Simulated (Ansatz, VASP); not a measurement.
**Two plane-wave programs on Si2W**

```
CELL_PARAMETERS angstrom
-1.57054 1.57054 4.15768
1.57054 -1.57054 4.15768
1.57054 1.57054 -4.15768
ATOMIC_POSITIONS crystal
Si 0.32398 0.32398 0.00000
Si 0.67602 0.67602 0.00000
W 0.00000 0.00000 0.00000
```

Alike in both runs: task single point; functional PBE; k mesh 18 × 18 × 18; occupations gaussian, width 0.15 eV; no spin polarisation.

|  | VASP | Ansatz |
| --- | --- | --- |
| version | VASP 6.6.1 | Ansatz 0.2.0 |
| potentials or method | VASP PAW PBE potentials, release 64 (Si, W_sv), cutoff 520 eV | scalar-relativistic, plane waves, PAW |
| valence electrons in the cell | 22 | 22 |

VASP gave:

```
gap on the k mesh at the Fermi level (eV)                     : none
pressure (GPa)                                                : -1.1
traceless stress, the component that is largest in VASP (GPa) : -19.11
rms of the force components (eV/Å)                            : 0.591
```

Which values does Ansatz return?

gap on the k mesh at the Fermi level (eV): none; pressure (GPa): -1.2; traceless stress, the component that is largest in VASP (GPa): -19.08; rms of the force components (eV/Å): 0.594.

Atom by atom the forces differ by 0.003 eV/Å (rms over components). A gap of «none» marks a metal or a gap that the smearing closes.

Spin-orbit coupling is off throughout.
